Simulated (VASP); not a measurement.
Wanted: the native input for a VASP 6.6.1 run.

- Task: single point
- Functional: PBEsol
- Potentials or basis: VASP PAW PBE potentials, release 64 (Y_sv, F)
- Cutoff: 520 eV
- k mesh: 12 × 12 × 12
- Occupations: gaussian, width 0.1 eV
- Spin: no spin polarisation
- Dipole correction: no
- Further INCAR settings: ALGO = Normal; EDIFF = 1e-06; NBANDS = 26

The structure of YF lies in POSCAR:

```
YF
1.0
    1.8591958684      1.0734072351      6.3364612322
   -1.8591958684      1.0734072351      6.3364612322
    0.0000000000     -2.1468144702      6.3364612322
Y F
2 2
Direct
    0.2416394996      0.2416394996      0.2416394996
    0.7583605004      0.7583605004      0.7583605004
    0.3700662248      0.3700662248      0.3700662248
    0.6299337752      0.6299337752      0.6299337752
```

These files were run (other wordings do the same):

INCAR

```
ALGO = Normal ; EDIFF = 1E-6
ENCUT = 520 ; GGA = PS
ISIF = 2 ; ISMEAR = 0
LASPH = True ; LCHARG = False
LREAL = False ; LWAVE = False
NBANDS = 26 ; NELM = 80
PREC = Accurate ; SIGMA = 0.1
```

KPOINTS

```
k-points
0
Gamma
  12 12 12
```

Potentials or basis: VASP PAW PBE potentials, release 64 (Y_sv, F).

Run with:

```sh
$ cat potpaw_PBE.64/Y_sv/POTCAR potpaw_PBE.64/F/POTCAR > POTCAR
$ mpirun -np 1 vasp_std > vasp.out
```

It gave:

```json
{"Pressure": "-0.1 GPa", "Largest force": "0.012 eV/Å", "Band gap on the k mesh": "zero (band 18 reaches 4.17 eV, above the bottom of band 19 at 3.81 eV)"}
```

Caveat: the PAW data sets were made with another functional, which shifts forces and pressure a little.

It took 12 min on 1 thread of Intel(R) Xeon(R) 6975P-C (Granite Rapids) (shared host), peak memory 0.59 GiB.
